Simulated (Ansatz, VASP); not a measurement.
ZnO: VASP beside Ansatz

```xyz
4
Lattice="3.2494 0.0000 0.0000 -1.6247 2.8141 0.0000 0.0000 0.0000 5.3079" Properties=species:S:1:pos:R:3 pbc="T T T"
Zn    0.0000    1.8760    0.0000
Zn    1.6247    0.9380    2.6539
O     0.0000    1.8760    2.0281
O     1.6247    0.9380    4.6821
```

Change from the starting cell: zz strain of +2 %, crystal datasets.

Alike in both runs: task electric field gradients; functional LDA; k mesh 11 × 11 × 6; occupations fermi-dirac, width 0.02 eV; no spin polarisation.

|  | VASP | Ansatz |
| --- | --- | --- |
| version | VASP 6.6.1 | Ansatz 0.2.0 |
| potentials or method | VASP PAW LDA potentials, release 64 (Zn, O), cutoff 520 eV | all-electron PAW with datasets made for the crystal, scalar-relativistic |

|  | VASP | Ansatz | Ansatz less VASP |
| --- | --- | --- | --- |
| pressure (GPa) | -8.4 | -9.3 | -0.95 |
| traceless stress, the component that is largest in VASP (GPa) | -2.13 | -2.01 | +0.120 |
| rms of the force components (eV/Å) | 0.091 | 0.085 | -0.0062 |
| size of Vzz on the site where it differs most (V/Å²) | 16.6 | 15.2 | -1.42 |

LDA's correlation is that of Perdew and Zunger in VASP and of Perdew and Wang (1992) in Ansatz. Atom by atom the forces differ by 0.006 eV/Å (rms over components). Ansatz ran all-electron here, and VASP with PAW potentials.
